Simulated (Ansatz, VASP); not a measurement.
**Two plane-wave programs on TaRu2**

```
Ta Ru
1.0
     4.61226    0.00000    0.00000
    -2.30613    3.99433    0.00000
     0.00000    0.00000    2.71670
Ta Ru
1 2
Direct
  0.00000 0.00000 0.00000
  0.33333 0.66667 0.00000
  0.66667 0.33333 0.00000
```

Alike in both runs: task relaxation of cell and atoms; functional PBE; k mesh 6 × 6 × 6; occupations gaussian, width 0.1 eV; no spin polarisation.

```csv
,VASP,Ansatz
version,VASP 6.6.1,Ansatz 0.2.0
potentials or method,"VASP PAW PBE potentials, release 64 (Ta_pv, Ru_pv), cutoff 600 eV","scalar-relativistic, plane waves, PAW"
valence electrons in the cell,39,45
```

Ansatz gave:

* gap on the k mesh at the Fermi level, each at its own relaxed structure (eV): none
* relaxed volume (Å³/atom): 16.62
* relaxed cell length with the largest relative difference (Å): 4.631

Q: Estimate VASP's values.

A: gap on the k mesh at the Fermi level, each at its own relaxed structure (eV): none; relaxed volume (Å³/atom): 16.64; relaxed cell length with the largest relative difference (Å): 4.635.

A gap of «none» marks a metal or a gap that the smearing closes. VASP's potentials hold 39 valence electrons a cell and Ansatz's 45, so a difference there can come from the potentials and not from the codes.

The k mesh is coarse, so the values compare programs but aren't converged. Spin-orbit coupling is off throughout. Noted on VASP's run: too few bands were computed for a metal, which touches its energy and stress.
